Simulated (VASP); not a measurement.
Input of a VASP 6.6.1 run:

The input POSCAR:

```
AlGaN2
1.0
    3.2351033602      0.0000000000      0.0000000000
    0.0000000000      3.2351033602      0.0000000000
    0.0000000000      0.0000000000      4.4901955091
Al Ga N
1 1 2
Direct
    0.5000000000      0.5000000000      0.5000000000
    0.0000000000      0.0000000000      0.0000000000
    0.5000000000      0.0000000000      0.7382648100
    0.0000000000      0.5000000000      0.2617351900
```

File INCAR.step1:

```
PREC = Accurate ; ENCUT = 520
ISMEAR = 0 ; SIGMA = 0.05
LREAL = F ; LASPH = T
NELM = 100 ; NBANDS = 21
GGA = PE ; ALGO = Normal
EDIFF = 1E-4 ; LWAVE = T
LCHARG = F
```

File INCAR.step2:

```
PREC = Accurate ; ENCUT = 520
EDIFF = 1E-7 ; ISMEAR = 0
SIGMA = 0.05 ; LREAL = F
LASPH = T ; NELM = 100
ALGO = Normal ; ISIF = 2
LWAVE = F ; LCHARG = F
METAGGA = R2SCAN ; LMIXTAU = T
NBANDS = 21 ; ISTART = 1
```

Contents of KPOINTS:

```
regular mesh
0
Gamma
  8 8 6
```

Potentials or basis: VASP PAW PBE potentials, release 64 (Al, Ga_d, N).

Command:

```bash
$ cat potpaw_PBE.64/Al/POTCAR potpaw_PBE.64/Ga_d/POTCAR potpaw_PBE.64/N/POTCAR > POTCAR
$ cp INCAR.step1 INCAR
$ mpirun -np 1 vasp_std > vasp.out
$ cp INCAR.step2 INCAR
$ mpirun -np 1 vasp_std > vasp.out
```

Task: What does it give for the pressure?

Result: -13.0 GPa.

Task: Predict the band gap on the k mesh.

Result: 2.82 eV, direct.

Task: Predict the largest force.

Result: 0.017 eV/Å.

Forces on the atoms (eV/Å):
```
Al   0.000  0.000  0.000
Ga   0.000  0.000  0.000
N    0.000  0.000 -0.017
N    0.000  0.000  0.017
```

Caveat: the cell differs from its parent crystal (strain +0.030 along x and y, +0.015 along z); the PAW data sets were made with another functional, which shifts forces and pressure a little.
